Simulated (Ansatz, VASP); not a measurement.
# One calculation of CdO, two programs

The input POSCAR:

```
CdO
1.0
    0.0000000000      2.3292320655      2.3292320655
    2.3292320655      0.0000000000      2.3292320655
    2.3292320655      2.3292320655      0.0000000000
Cd O
1 1
Direct
    0.0000000000      0.0000000000      0.0000000000
    0.5000000000      0.5000000000      0.5000000000
```

INCAR.step1

```
SYSTEM = CdO
PREC     = Accurate       ! precision mode
ENCUT    = 660            ! plane-wave cutoff, eV
ISMEAR   = -1             ! smearing method
SIGMA    = 0.02           ! smearing width, eV
LREAL    = .False.        ! projectors in reciprocal space
LASPH    = .True.         ! aspherical terms in the spheres
NELM     = 120            ! most SCF steps
NBANDS   = 16             ! bands
GGA      = PE             ! functional
ALGO     = Normal         ! electronic algorithm
EDIFF    = 1E-5           ! SCF threshold, eV
LWAVE    = .True.         ! write WAVECAR
LCHARG   = .False.        ! write CHGCAR
GGA_COMPAT= .False.
```

File INCAR.step2:

```
SYSTEM = CdO
PREC     = Accurate       ! precision mode
ENCUT    = 660            ! plane-wave cutoff, eV
EDIFF    = 1E-6           ! SCF threshold, eV
ISMEAR   = -1             ! smearing method
SIGMA    = 0.02           ! smearing width, eV
LREAL    = .False.        ! projectors in reciprocal space
LASPH    = .True.         ! aspherical terms in the spheres
NELM     = 120            ! most SCF steps
ALGO     = Normal         ! electronic algorithm
ISIF     = 2              ! what is computed and relaxed
LWAVE    = .False.        ! write WAVECAR
LCHARG   = .False.        ! write CHGCAR
METAGGA  = R2SCAN         ! meta-GGA
LMIXTAU  = .True.       
NBANDS   = 16             ! bands
ISTART   = 1            
GGA_COMPAT= .False.
```

Contents of KPOINTS:

```
regular mesh
0
Gamma
  8 8 8
  0 0 0
```

Input for Ansatz:

```yaml
crystal:
  lattice:
    - [0.0, 2.3292320655, 2.3292320655]
    - [2.3292320655, 0.0, 2.3292320655]
    - [2.3292320655, 2.3292320655, 0.0]
  atoms:
    - { symbol: Cd, position: [0.0, 0.0, 0.0] }
    - { symbol: O, position: [0.5, 0.5, 0.5] }
kpoints:
  mp_grid: { grid: [8, 8, 8] }
hamiltonian:
  xc: r2scan
scf:
  occupations: { method: fermi_dirac, width: 0.02 }
  n_extra_bands: 4
output:
  forces: true
  stress: true
  eigenvalues: true
```

Alike in both runs: task single point; functional r2SCAN; k mesh 8 × 8 × 8; occupations fermi-dirac, width 0.02 eV; no spin polarisation.

|  | VASP | Ansatz |
| --- | --- | --- |
| version | VASP 6.6.1 | Ansatz 0.2.0 |
| potentials or method | VASP PAW PBE potentials, release 64 (Cd, O) | plane waves, PAW |
| plane-wave cutoff (eV) | 660 | 500 |
| valence electrons in the cell | 18 | 26 |

Ansatz gave:

* pressure (GPa): 4.8

Problem. Which values does VASP return?

Solution. Pressure (GPa): 6.6.

VASP's potentials were made for PBE, not for r2SCAN. The functional is the same, so the differences come from potentials, cutoffs and numerics. VASP's potentials hold 18 valence electrons a cell and Ansatz's 26, so a difference there can come from the potentials and not from the codes.
